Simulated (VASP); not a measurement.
Here is a VASP 6.6.1 calculation.

File INCAR:

```
ALGO = Normal
EDIFF = 1E-6
EDIFFG = -0.01
ENCUT = 600
GGA = PE
IBRION = 2
ISIF = 3
ISMEAR = 0
LASPH = True
LCHARG = False
LREAL = False
LWAVE = False
NELM = 80
NSW = 80
PREC = Accurate
SIGMA = 0.1
```

File KPOINTS:

```
k-points
0
Gamma
  10 10 10
```

POSCAR

```
Cr3PtC
1.0
    3.8520417999      0.0000000000      0.0000000000
    0.0000000000      3.8520417999      0.0000000000
    0.0000000000      0.0000000000      3.8520417999
Pt C Cr
1 1 3
Direct
    0.0000000000      0.0000000000      0.0000000000
    0.5000000000      0.5000000000      0.5000000000
    0.5000000000      0.5000000000      0.0000000000
    0.5000000000      0.0000000000      0.5000000000
    0.0000000000      0.5000000000      0.5000000000
```

Potentials or basis: VASP PAW PBE potentials, release 64 (Pt, C, Cr_pv).

The run is started by

```sh
$ cat potpaw_PBE.64/Pt/POTCAR potpaw_PBE.64/C/POTCAR potpaw_PBE.64/Cr_pv/POTCAR > POTCAR
$ mpirun -np 1 vasp_std > vasp.out
```

(1) What does it give for the band gap on the k mesh?

Answers

(1) zero (band 25 reaches 11.29 eV, above the bottom of band 26 at 10.23 eV).

Caveat: the relaxation stopped at its first step, so nothing moved; spin-orbit coupling is left out, which moves the levels of the heavy elements.
